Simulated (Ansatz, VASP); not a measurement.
**TaN in VASP and in Ansatz**

Contents of INCAR:

```
  PREC = Accurate
  ENCUT = 520
  EDIFF = 1E-6
  ISMEAR = 0
  SIGMA = 0.15
  LREAL = F
  LASPH = T
  NELM = 60
  ALGO = Fast
  ISIF = 2
  LWAVE = F
  LCHARG = F
  GGA = CA
  NBANDS = 42
```

The input KPOINTS:

```
regular mesh
0
Gamma
  14 14 4
```

File POSCAR:

```
TaN
1.0
   -3.1035877079      0.0000000000      0.0000000000
   -1.5517938539     -2.6877857979      0.0000000000
   -1.0345292360     -0.8959285993     12.0200957435
Ta N
4 4
Direct
    0.1802291411      0.0271249488      0.9186251535
    0.2635624744      0.1937916155      0.4186251535
    0.6385624744      0.6104582822      0.1686251535
    0.5552291411      0.4437916155      0.6686251535
    0.3197708589      0.3062083845      0.0813748465
    0.2364375256      0.1395417178      0.5813748465
    0.6114375256      0.5562083845      0.3313748465
    0.5281041923      0.3895417178      0.8313748465
```

Input for Ansatz:

```yaml
crystal:
  lattice:
    - [-3.1035877079, 0.0, 0.0]
    - [-1.5517938539, -2.6877857979, 0.0]
    - [-1.034529236, -0.8959285993, 12.0200957435]
  atoms:
    - { symbol: Ta, position: [0.1802291411, 0.0271249488, 0.9186251535] }
    - { symbol: Ta, position: [0.2635624744, 0.1937916155, 0.4186251535] }
    - { symbol: Ta, position: [0.6385624744, 0.6104582822, 0.1686251535] }
    - { symbol: Ta, position: [0.5552291411, 0.4437916155, 0.6686251535] }
    - { symbol: "N", position: [0.3197708589, 0.3062083845, 0.0813748465] }
    - { symbol: "N", position: [0.2364375256, 0.1395417178, 0.5813748465] }
    - { symbol: "N", position: [0.6114375256, 0.5562083845, 0.3313748465] }
    - { symbol: "N", position: [0.5281041923, 0.3895417178, 0.8313748465] }
basis:
  ecutwfc: 520.0
kpoints:
  mp_grid: { grid: [14, 14, 4] }
hamiltonian:
  xc: lda
scf:
  occupations: { method: gaussian, width: 0.15 }
output:
  forces: true
  stress: true
  eigenvalues: true
```

Alike in both runs: task single point; functional LDA; k mesh 14 × 14 × 4; occupations gaussian, width 0.15 eV; no spin polarisation.

|  | VASP | Ansatz |
| --- | --- | --- |
| version | VASP 6.6.1 | Ansatz 0.2.0 |
| potentials or method | VASP PAW LDA potentials, release 64 (Ta_pv, N), cutoff 520 eV | scalar-relativistic, plane waves, PAW |
| valence electrons in the cell | 64 | 72 |

VASP gave:

- gap on the k mesh at the Fermi level (eV): none
- pressure (GPa): -3.7
- traceless stress, the component that is largest in VASP (GPa): -2.50
- rms of the force components (eV/Å): 0.764

Estimate Ansatz's values.

gap on the k mesh at the Fermi level (eV): none; pressure (GPa): -5.1; traceless stress, the component that is largest in VASP (GPa): -2.81; rms of the force components (eV/Å): 0.747.

LDA's correlation is that of Perdew and Zunger in VASP and of Perdew and Wang (1992) in Ansatz. Atom by atom the forces differ by 0.021 eV/Å (rms over components). A gap of «none» marks a metal or a gap that the smearing closes. VASP's potentials hold 64 valence electrons a cell and Ansatz's 72, so a difference there can come from the potentials and not from the codes.

Neither program's run includes spin-orbit coupling.
